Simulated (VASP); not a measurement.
The system is SbS2.

```
Sb S
1.0
     4.79425   -2.71874    0.00000
     4.79425    2.71874    0.00000
     0.00000    0.00000    5.29504
Sb S
2 4
Direct
  0.78000 0.22000 0.75000
  0.22000 0.78000 0.25000
  0.89000 0.45000 0.25000
  0.55000 0.11000 0.25000
  0.45000 0.89000 0.75000
  0.11000 0.55000 0.75000
```

```yaml
Program: VASP 6.6.1
Task: relaxation of cell and atoms
Functional: PBE
Potentials_or_basis: VASP PAW PBE potentials, release 64 (Sb_d_GW, S)
Cutoff: 500 eV
k_mesh: 4 × 4 × 4
Occupations: gaussian, width 0.1 eV
Spin: no spin polarisation
```

At the start: pressure -8.6 GPa; volume 23.01 Å³/atom.

Task: How do energy, volume and symmetry change on relaxing?

Result: Over 13 steps the energy falls by 207.0 meV/atom and the volume is 21.09 Å³/atom (-8.3 %); space group Cmcm (No. 63, to 0.1 Å) before and after.

The path:
| step | energy change (eV) | largest force (eV/Å) | pressure (GPa) | volume (Å³) |
| --- | --- | --- | --- | --- |
| 1 | 0.0000 | 0.8585 | -8.58 | 138.03 |
| 2 | -0.7219 | 0.5775 | 2.44 | 114.86 |
| 3 | -0.7325 | 0.6243 | 0.91 | 116.91 |
| 4 | -0.8570 | 0.4880 | 1.16 | 116.87 |
| 5 | -1.0795 | 0.2788 | 3.51 | 116.57 |
| 6 | -1.1788 | 0.2354 | 0.48 | 121.90 |
| 7 | -1.1940 | 0.2343 | -1.11 | 125.28 |
| 8 | -1.2168 | 0.1734 | -0.82 | 125.88 |
| 9 | -1.2299 | 0.0932 | -0.35 | 126.64 |
| 10 | -1.2302 | 0.0806 | -0.27 | 126.76 |
| 11 | -1.2371 | 0.0413 | 0.19 | 126.10 |
| 12 | -1.2390 | 0.0201 | 0.58 | 125.57 |
| 13 | -1.2422 | 0.0357 | 0.02 | 126.54 |

Final structure:
```xyz
6
Lattice="4.9768 -2.4715 0.0000 4.9768 2.4715 0.0000 0.0000 0.0000 5.1440" Properties=species:S:1:pos:R:3 pbc="T T T"
Sb    4.9768   -1.1835    3.8580
Sb    4.9768    1.1835    1.2860
S     6.4063   -1.1793    1.2860
S     3.5474   -1.1793    1.2860
S     6.4063    1.1793    3.8580
S     3.5474    1.1793    3.8580
```
